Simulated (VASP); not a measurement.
# V (Fm-3m) in VASP: further runs

Runs on V. Level: r2SCAN. Tasks: single point, relaxation of cell and atoms.

Everything below comes from runs of VASP 6.6.1. Logs are shortened: lines on timing, memory, paths and dates and some standing lists are left out, and cuts for length are marked.

**1. The cell of the first run**

It takes space group Fm-3m (No. 225, cubic). Conventional cell: a = 3.802 Å, b = 3.802 Å, c = 3.802 Å, α = 90.00°, β = 90.00°, γ = 90.00°. V (site symmetry m-3m) has 12 V at 2.69 Å within 3.5 Å.

**2. Single point, r2SCAN**

File POSCAR:

```
V
1.0
    0.0000000000      1.9008131534      1.9008131534
    1.9008131534      0.0000000000      1.9008131534
    1.9008131534      1.9008131534      0.0000000000
V
1
Direct
    0.0000000000      0.0000000000      0.0000000000
```

File INCAR.step1:

```
ALGO     = Normal         # electronic algorithm
EDIFF    = 1E-4           # SCF threshold, eV
ENCUT    = 520            # plane-wave cutoff, eV
GGA      = PE             # functional
ISMEAR   = -1             # smearing method
LASPH    = True           # aspherical terms in the spheres
LCHARG   = False          # write CHGCAR
LREAL    = False          # projectors in reciprocal space
LWAVE    = True           # write WAVECAR
NBANDS   = 12             # bands
NELM     = 80             # most SCF steps
PREC     = Accurate       # precision mode
SIGMA    = 0.1            # smearing width, eV
```

File INCAR.step2:

```
ALGO     = Normal         # electronic algorithm
EDIFF    = 1E-6           # SCF threshold, eV
ENCUT    = 520            # plane-wave cutoff, eV
ISIF     = 2              # what is computed and relaxed
ISMEAR   = -1             # smearing method
ISTART   = 1            
LASPH    = True           # aspherical terms in the spheres
LCHARG   = False          # write CHGCAR
LMIXTAU  = True         
LREAL    = False          # projectors in reciprocal space
LWAVE    = False          # write WAVECAR
METAGGA  = R2SCAN         # meta-GGA
NBANDS   = 12             # bands
NELM     = 80             # most SCF steps
PREC     = Accurate       # precision mode
SIGMA    = 0.1            # smearing width, eV
```

File KPOINTS:

```
k-points
0
Gamma
  14 14 14
```

Potentials or basis: VASP PAW PBE potentials, release 64 (V_sv).

Command:

```console
$ cat potpaw_PBE.64/V_sv/POTCAR > POTCAR
$ cp INCAR.step1 INCAR
$ mpirun -np 1 vasp_std > vasp.out
$ cp INCAR.step2 INCAR
$ mpirun -np 1 vasp_std > vasp.out
```

OUTCAR:

```text
EDIFF = 1E-6
   ENCUT = 520
   ISIF = 2
   ISMEAR = -1
   ISTART = 1
   LASPH = True
   LREAL = False
   METAGGA = R2SCAN
   NELM = 80
   PREC = Accurate

 ion  position               nearest neighbor table
   1  0.000  0.000  0.000-

  LATTYP: Found a face centered cubic cell.
 ALAT       =     3.8016263068

  Lattice vectors:

 A1 = (   0.0000000000,   1.9008131534,   1.9008131534)
 A2 = (   1.9008131534,   0.0000000000,   1.9008131534)
 A3 = (   1.9008131534,   1.9008131534,   0.0000000000)

Analysis of symmetry for initial positions (statically):
=====================================================================
 Subroutine PRICEL returns:
 Original cell was already a primitive cell.

 Routine SETGRP: Setting up the symmetry group for a
 face centered cubic supercell.

 Subroutine GETGRP returns: Found 48 space group operations
 (whereof 48 operations were pure point group operations)
 out of a pool of 48 trial point group operations.

The static configuration has the point symmetry O_h .

Analysis of symmetry for dynamics (positions and initial velocities):
=====================================================================
 Subroutine PRICEL returns:
 Original cell was already a primitive cell.

 Routine SETGRP: Setting up the symmetry group for a
 face centered cubic supercell.

 Subroutine GETGRP returns: Found 48 space group operations
 (whereof 48 operations were pure point group operations)
 out of a pool of 48 trial point group operations.

The dynamic configuration has the point symmetry O_h .

 Subroutine INISYM returns: Found 48 space group operations
 (whereof 48 operations are pure point group operations),
 and found     1 'primitive' translations

----------------------------------------------------------------------------------------

                                     Primitive cell

  volume of cell :      13.7356

  direct lattice vectors                    reciprocal lattice vectors
     0.000000000  1.900813153  1.900813153    -0.263045318  0.263045318  0.263045318
     1.900813153  0.000000000  1.900813153     0.263045318 -0.263045318  0.263045318
     1.900813153  1.900813153  0.000000000     0.263045318  0.263045318 -0.263045318

  length of vectors
     2.688155741  2.688155741  2.688155741     0.455607855  0.455607855  0.455607855

  position of ions in fractional coordinates (direct lattice)
     0.000000000  0.000000000  0.000000000

  ion indices of the primitive-cell ions
   primitive index   ion index
                 1           1

----------------------------------------------------------------------------------------

 KPOINTS: k-points

Automatic generation of k-mesh.
 Grid dimensions read from file:
 generate k-points for:   14   14   14

 Generating k-lattice:

  Cartesian coordinates                     Fractional coordinates (reciprocal lattice)
    -0.018788951  0.018788951  0.018788951     0.071428571  0.000000000  0.000000000
     0.018788951 -0.018788951  0.018788951     0.000000000  0.071428571  0.000000000
     0.018788951  0.018788951 -0.018788951     0.000000000  0.000000000  0.071428571

  Length of vectors
     0.032543418  0.032543418  0.032543418

  Shift w.r.t. Gamma in fractional coordinates (k-lattice)
     0.000000000  0.000000000  0.000000000

 Subroutine IBZKPT returns following result:
 ===========================================

 Found    104 irreducible k-points:

 Following reciprocal coordinates:
            Coordinates               Weight
  0.000000  0.000000  0.000000      1.000000
  0.071429  0.000000  0.000000      8.000000
  0.142857  0.000000  0.000000      8.000000
  0.214286  0.000000  0.000000      8.000000
  0.285714  0.000000  0.000000      8.000000
  0.357143  0.000000  0.000000      8.000000
[... 16 lines left out ...]
  0.214286  0.142857  0.000000     24.000000
  0.285714  0.142857  0.000000     24.000000
 [... further k-points ...]
   k-points           NKPTS =    104   k-points in BZ     NKDIM =    104   number of bands    NBANDS=     12
   number of dos      NEDOS =    301   number of ions     NIONS =      1
   total plane-waves  NPLWV =   8000
   dimension x,y,z NGX =    20 NGY =   20 NGZ =   20
   dimension x,y,z NGXF=    40 NGYF=   40 NGZF=   40
   ions per type =               1
   NGX,Y,Z   is equivalent  to a cutoff of  12.37, 12.37, 12.37 a.u.
   NGXF,Y,Z  is equivalent  to a cutoff of  24.74, 24.74, 24.74 a.u.
 SYSTEM =  unknown system
   PREC   = accura    normal or accurate (medium, high low for compatibility)
   ISTART =      1    job   : 0-new  1-cont  2-samecut
   ICHARG =      0    charge: 1-file 2-atom 10-const
   ISPIN  =      1    spin polarized calculation?
   LNONCOLLINEAR =      F non collinear calculations
   LSORBIT =      F    spin-orbit coupling
   LASPH  =      T    aspherical Exc in radial PAW
   ENCUT  =  520.0 eV  38.22 Ry    6.18 a.u.   5.00  5.00  5.00*2*pi/ulx,y,z
   NELM   =     80;   NELMIN=  2; NELMDL=  0     # of ELM steps
   EDIFF  = 0.1E-05   stopping-criterion for ELM
   LREAL  =      F    real-space projection
   EDIFFG = 0.1E-04   stopping-criterion for IOM
   NSW    =      0    number of steps for IOM
   IBRION =     -1    ionic relax: 0-MD 1-quasi-New 2-CG
   NFREE  =      0    steps in history (QN), initial steepest desc. (CG)
   ISIF   =      2    stress and relaxation
   ISYM   =      2    0-nonsym 1-usesym 2-fastsym
   POTIM  = 0.5000    time-step for ionic-motion
   TEBEG  =    0.0;   TEEND  =   0.0 temperature during run
   PSTRESS=    0.0 pullay stress
   NELECT =      13.0000    total number of electrons
   NUPDOWN=      -1.0000    fix difference up-down
   EMIN   =  10.00;   EMAX   =-10.00  energy-range for DOS
   EFERMI =   0.00;   METHOD = LEGACY
   ISMEAR =    -1;   SIGMA  =   0.10  broadening in eV -4-tet -1-fermi 0-gaus
   EFERMI_NEDOS =   21; number of points for ismear=-14 and -15
   IALGO  =     38    algorithm
   IMIX   =      4    mixing-type and parameters
     AMIX     =   0.40;   BMIX     =  1.00
     AMIX_MAG =   1.60;   BMIX_MAG =  1.00
  volume/ion in A,a.u.               =      13.74        92.69
  Fermi-wavevector in a.u.,A,eV,Ry     =   1.607335  3.037424 35.151022  2.583527
  Thomas-Fermi vector in A             =   2.703380
   LORBIT       =      0    0 simple, 1 ext, 2 COOP (PROOUT), +10 PAW based schemes
   METAGGA = R2SCAN    functional components
   LHFCALC =     F    Hartree Fock is set to
   AEXX    =    0.0000 exact exchange contribution
   IVDW    =     0    specifies the selected vdW correction
   LEPSILON=     F    determine dielectric tensor
   LRPA    =     F    only Hartree local field effects (RPA)
 non-spin polarized calculation
  energy-cutoff  :      520.00
  volume of cell :       13.74
 maximum number of plane-waves:       380
   NGX =  9   NGY =  9   NGZ =  9

 number of electron      13.0000005 magnetization

 Free energy of the ion-electron system (eV)
  ---------------------------------------------------
  ext. energy  EPLUGINS =         0.00000000
  ---------------------------------------------------
  free energy    TOTEN  =       -13.91531219 eV

  energy without entropy =      -13.86587848  energy(sigma->0) =      -13.89059533

 E-fermi :   9.7674     XC(G=0): -13.9497

 val. band max:        9.7583850624   @ k =   0.0714   0.0714   0.0000
 cond. band min:       9.7785749283   @ k =   0.4286   0.2857   0.0714
 fundamental gap:      0.0201898659
 Fermi energy:         9.7673551731

 k-point     1 :       0.0000    0.0000    0.0000
  band No.  band energies     occupation
      1     -56.9342      2.00000
      2     -29.1225      2.00000
      3     -29.1225      2.00000
      4     -29.1224      2.00000
      5       2.4059      2.00000
      6       9.9452      0.28895
      7       9.9452      0.28890
      8       9.9452      0.28890
      9      11.9416      0.00000
     10      11.9416      0.00000
     11      27.9830      0.00000
     12      33.7162      0.00000

 k-point     2 :       0.0714    0.0000    0.0000
  band No.  band energies     occupation
      1     -56.9255      2.00000
      2     -29.1677      2.00000
      3     -29.1281      2.00000
      4     -29.1280      2.00000
      5       2.6062      2.00000
      6       9.8337      0.68008
      7      10.0138      0.15672
      8      10.0139      0.15670
      9      11.8995      0.00000
     10      11.8995      0.00000
     11      28.1028      0.00000
     12      32.1631      0.00000

 k-point     3 :       0.1429    0.0000    0.0000
  band No.  band energies     occupation
      1     -56.9010      2.00000
      2     -29.2933      2.00000
      3     -29.1436      2.00000
      4     -29.1436      2.00000
      5       3.1818      2.00000
      6       9.5510      1.79389
      7      10.1755      0.03321
      8      10.1755      0.03320
      9      11.8256      0.00000
     10      11.8256      0.00000
     11      28.0250      0.00000
     12      29.9523      0.00000
[... 286 lines left out ...]
 k-point    23 :       0.2143    0.1429    0.0000
  band No.  band energies     occupation
      1     -56.8633      2.00000
      2     -29.4045      2.00000
      3     -29.2092      2.00000
      4     -29.2025      2.00000
      5       4.0676      2.00000
      6       8.9475      1.99945
      7      10.5070      0.00123
      8      10.6163      0.00041
      9      11.1902      0.00000
     10      12.2629      0.00000
     11      28.1787      0.00000
     12      29.2388      0.00000

 k-point    24 :       0.2857    0.1429    0.0000
  band No.  band energies     occupation
      1     -56.8287      2.00000
      2     -29.5635      2.00000
      3     -29.2374      2.00000
      4     -29.2290      2.00000
      5       4.9320      2.00000
      6       8.6729      1.99996
      7      10.2150      0.02250
      8      10.7203      0.00015
      9      11.6477      0.00000
     10      12.4721      0.00000
     11      25.8834      0.00000
     12      28.7761      0.00000

 [... further k-points ...]

------------------------ aborting loop because EDIFF is reached ----------------------------------------

  FORCE on cell =-STRESS in cart. coord.  units (eV):
  Direction    XX          YY          ZZ          XY          YZ          ZX
  --------------------------------------------------------------------------------------
  -------------------------------------------------------------------------------------
  Total        0.0482437      0.0482437      0.0482437     -0.0000000      0.0000000      0.0000000
  in kB        5.6273326      5.6273326      5.6273326     -0.0000000      0.0000000      0.0000000
  external PRESSURE =       5.6273326 kB  Pullay stress =       0.0000000 kB

 VOLUME and BASIS-vectors are now :
 -----------------------------------------------------------------------------
  energy-cutoff  :      520.00
  volume of cell :       13.74
      direct lattice vectors                 reciprocal lattice vectors
     0.000000000  1.900813153  1.900813153    -0.263045318  0.263045318  0.263045318
     1.900813153  0.000000000  1.900813153     0.263045318 -0.263045318  0.263045318
     1.900813153  1.900813153  0.000000000     0.263045318  0.263045318 -0.263045318

 POSITION                                       TOTAL-FORCE (eV/Angst)
 -----------------------------------------------------------------------------------
      0.00000      0.00000      0.00000        -0.000000     -0.000000     -0.000000
 -----------------------------------------------------------------------------------
    total drift:                                0.000000      0.000000      0.000000

  FREE ENERGIE OF THE ION-ELECTRON SYSTEM (eV)
  ---------------------------------------------------
  free  energy   TOTEN  =       -13.9153121893 eV

  energy  without entropy=      -13.8658784800  energy(sigma->0) =      -13.89059533
```

Wall time 25 s (1 thread of Intel Xeon 6975P-C (Granite Rapids), shared host); peak memory 0.13 GiB.

What came out:

* Free energy: -13.9153 eV
* Pressure: 0.6 GPa

Levels at points of the mesh, in eV from the Fermi level:
| k point | band 4 | band 5 | band 6 | band 7 | band 8 | band 9 |
| --- | --- | --- | --- | --- | --- | --- |
| (0.00, 0.00, 0.00) | -38.89 | -7.36 | 0.18 | 0.18 | 0.18 | 2.17 |
| (0.50, 0.00, 0.00) | -39.00 | -3.58 | 0.14 | 0.14 | 0.63 | 3.29 |
| (0.50, 0.50, 0.00) | -39.20 | -3.64 | -2.82 | 3.37 | 3.42 | 3.53 |

Caveat: the PAW data sets were made with another functional, which shifts forces and pressure a little.

**3. Relaxation of cell and atoms, r2SCAN**

This run uses another cell than the first one, of 13.83 Å³/atom, 1.007 times its volume.

File POSCAR:

```
V
1.0
    0.0000000000      1.9050006274      1.9050006274
    1.9050006274      0.0000000000      1.9050006274
    1.9050006274      1.9050006274      0.0000000000
V
1
Direct
    0.0000000000      0.0000000000      0.0000000000
```

File INCAR.step1:

```
PREC = Accurate
ENCUT = 600
ISMEAR = -1
SIGMA = 0.1
LREAL = F
LASPH = T
NELM = 80
GGA = PE
ALGO = Normal
EDIFF = 1E-4
LWAVE = T
LCHARG = F
```

File INCAR.step2:

```
PREC = Accurate
ENCUT = 600
EDIFF = 1E-7
ISMEAR = -1
SIGMA = 0.1
LREAL = F
LASPH = T
NELM = 80
ALGO = Normal
ISIF = 3
LWAVE = F
LCHARG = F
METAGGA = R2SCAN
LMIXTAU = T
IBRION = 2
NSW = 80
EDIFFG = -0.01
ISTART = 1
```

File KPOINTS:

```
regular mesh
0
Gamma
  14 14 14
```

Potentials or basis: VASP PAW PBE potentials, release 64 (V_sv).

Command:

```console
$ cat potpaw_PBE.64/V_sv/POTCAR > POTCAR
$ cp INCAR.step1 INCAR
$ mpirun -np 1 vasp_std > vasp.out
$ cp INCAR.step2 INCAR
$ mpirun -np 1 vasp_std > vasp.out
```

OUTCAR:

```text
PREC = Accurate
   ENCUT = 600
   EDIFF = 1E-7
   ISMEAR = -1
   LREAL = F
   LASPH = T
   NELM = 80
   ISIF = 3
   METAGGA = R2SCAN
   IBRION = 2
   NSW = 80
   EDIFFG = -0.01
   ISTART = 1

 ion  position               nearest neighbor table
   1  0.000  0.000  0.000-

  LATTYP: Found a face centered cubic cell.
 ALAT       =     3.8100012548

  Lattice vectors:

 A1 = (   0.0000000000,   1.9050006274,   1.9050006274)
 A2 = (   1.9050006274,   0.0000000000,   1.9050006274)
 A3 = (   1.9050006274,   1.9050006274,   0.0000000000)

Analysis of symmetry for initial positions (statically):
=====================================================================
 Subroutine PRICEL returns:
 Original cell was already a primitive cell.

 Routine SETGRP: Setting up the symmetry group for a
 face centered cubic supercell.

 Subroutine GETGRP returns: Found 48 space group operations
 (whereof 48 operations were pure point group operations)
 out of a pool of 48 trial point group operations.

The static configuration has the point symmetry O_h .

Analysis of symmetry for dynamics (positions and initial velocities):
=====================================================================
 Subroutine PRICEL returns:
 Original cell was already a primitive cell.
[... 223 lines left out ...]
--------------------------------------- Ionic step        3  -------------------------------------------

 number of electron      12.9999997 magnetization

 Free energy of the ion-electron system (eV)
  ---------------------------------------------------
  ext. energy  EPLUGINS =         0.00000000
  ---------------------------------------------------
  free energy    TOTEN  =       -13.91570330 eV

  energy without entropy =      -13.86612995  energy(sigma->0) =      -13.89091663

 E-fermi :   9.7331     XC(G=0): -13.9337

 val. band max:        9.7249243243   @ k =   0.0714   0.0714   0.0000
 cond. band min:       9.7441442921   @ k =   0.4286   0.2857   0.0714
 fundamental gap:      0.0192199678
 Fermi energy:         9.7331326169

 k-point     1 :       0.0000    0.0000    0.0000
  band No.  band energies     occupation
      1     -56.9710      2.00000
      2     -29.1636      2.00000
      3     -29.1636      2.00000
      4     -29.1636      2.00000
      5       2.3787      2.00000
      6       9.9110      0.28894
      7       9.9110      0.28893
      8       9.9110      0.28891
      9      11.9010      0.00000
     10      11.9010      0.00000
[... 287 lines left out ...]
 k-point    24 :       0.2857    0.1429    0.0000
  band No.  band energies     occupation
      1     -56.8665      2.00000
      2     -29.6007      2.00000
      3     -29.2776      2.00000
      4     -29.2692      2.00000
      5       4.9005      2.00000
      6       8.6432      1.99996
      7      10.1806      0.02254
      8      10.6834      0.00015
      9      11.6074      0.00000
     10      12.4293      0.00000

 [... further k-points ...]

------------------------ aborting loop because EDIFF is reached ----------------------------------------

  FORCE on cell =-STRESS in cart. coord.  units (eV):
  Direction    XX          YY          ZZ          XY          YZ          ZX
  --------------------------------------------------------------------------------------
  -------------------------------------------------------------------------------------
  Total       -0.0013181     -0.0013181     -0.0013181      0.0000000      0.0000000     -0.0000000
  in kB       -0.1533354     -0.1533354     -0.1533354      0.0000000      0.0000000     -0.0000000
  external PRESSURE =      -0.1533354 kB  Pullay stress =       0.0000000 kB
[... 16 lines left out ...]
  FREE ENERGIE OF THE ION-ELECTRON SYSTEM (eV)
  ---------------------------------------------------
  free  energy   TOTEN  =       -13.9157033009 eV

  energy  without entropy=      -13.8661299536  energy(sigma->0) =      -13.89091663

 reached required accuracy - stopping structural energy minimisation
```

Run time: 69 s. Hardware: 1 thread of Intel Xeon 6975P-C (Granite Rapids), shared host; peak memory 0.16 GiB.

Results:

- Free energy: -13.9157 eV
- Relaxed volume: 13.77 Å³/atom
- Relaxed cell: a = 2.691 Å, b = 2.691 Å, c = 2.691 Å, α = 60.00°, β = 60.00°, γ = 60.00°
- Space group after relaxing (to 0.05 Å): Fm-3m (No. 225)
- Energy gained by relaxing: 0.1 meV/atom
- Ionic steps: 3
- Pressure after relaxing: 0.0 GPa

Step by step:
```tsv
step	energy change (eV)	largest force (eV/Å)	pressure (GPa)	volume (Å³)
1	0.0000	0.0000	-0.74	13.83
2	0.0001	0.0000	1.00	13.70
3	-0.0001	0.0000	-0.02	13.77
```

Final structure:
```xyz
1
Lattice="0.0000 1.9025 1.9025 1.9025 0.0000 1.9025 1.9025 1.9025 0.0000" Properties=species:S:1:pos:R:3 pbc="T T T"
V     0.0000    0.0000    0.0000
```

Levels at points of the mesh, in eV from the Fermi level:
| k point | band 3 | band 4 | band 5 | band 6 | band 7 | band 8 | band 9 | band 10 |
| --- | --- | --- | --- | --- | --- | --- | --- | --- |
| (0.00, 0.00, 0.00) | -38.90 | -38.90 | -7.35 | 0.18 | 0.18 | 0.18 | 2.17 | 2.17 |
| (0.50, 0.00, 0.00) | -39.01 | -39.01 | -3.57 | 0.14 | 0.14 | 0.62 | 3.28 | 3.28 |
| (0.50, 0.50, 0.00) | -39.20 | -39.20 | -3.62 | -2.81 | 3.36 | 3.40 | 3.52 | 3.52 |

Caveat: the PAW data sets were made with another functional, which shifts forces and pressure a little.
